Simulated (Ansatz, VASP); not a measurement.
# Pd in VASP and in Ansatz

File INCAR:

```
PREC = Accurate ; ENCUT = 520
EDIFF = 1E-6 ; ISMEAR = -1
SIGMA = 0.05 ; LREAL = False
LASPH = True ; NELM = 60
ALGO = Normal ; ISIF = 2
LWAVE = False ; LCHARG = False
GGA = PS ; NBANDS = 11
```

File KPOINTS:

```
regular mesh
0
Gamma
  18 18 18
```

Contents of POSCAR:

```
Pd
1.0
    0.0000000000      1.9383952691      1.9383952691
    1.9383952691      0.0000000000      1.9383952691
    1.9383952691      1.9383952691      0.0000000000
Pd
1
Direct
    0.0000000000      0.0000000000      0.0000000000
```

Input for Ansatz:

```yaml
crystal:
  lattice:
    - [0.0, 1.9383952691, 1.9383952691]
    - [1.9383952691, 0.0, 1.9383952691]
    - [1.9383952691, 1.9383952691, 0.0]
  atoms:
    - { symbol: Pd, position: [0.0, 0.0, 0.0] }
kpoints:
  mp_grid: { grid: [18, 18, 18] }
  band_path:
    path:
      - [0.0, 0.0, 0.0]
      - [0.5, 0.0, 0.5]
      - [0.625, 0.25, 0.625]
      - [0.375, 0.375, 0.75]
      - [0.0, 0.0, 0.0]
      - [0.5, 0.5, 0.5]
      - [0.5, 0.25, 0.75]
      - [0.5, 0.0, 0.5]
    npoints: 5
scf:
  occupations: { method: fermi_dirac, width: 0.05 }
hamiltonian:
  xc: pbesol
  pseudopotentials: { kind: all_electron, lapw: { basis_error: 0.00025 } }
output:
  forces: true
  stress: true
  eigenvalues: true
```

Change from the starting cell: volume scaled by 0.99.

Alike in both runs: task single point; functional PBEsol; k mesh 18 × 18 × 18; occupations fermi-dirac, width 0.05 eV; no spin polarisation.

|  | VASP | Ansatz |
| --- | --- | --- |
| version | VASP 6.6.1 | Ansatz 0.2.0 |
| potentials or method | VASP PAW PBE potentials, release 64 (Pd), cutoff 520 eV | all-electron LAPW, scalar-relativistic |

```csv
,VASP,Ansatz,Ansatz less VASP
pressure (GPa),-0.6,-0.3,+0.29
```

VASP's potentials were made for PBE, not for PBEsol. Ansatz ran all-electron here, and VASP with PAW potentials.
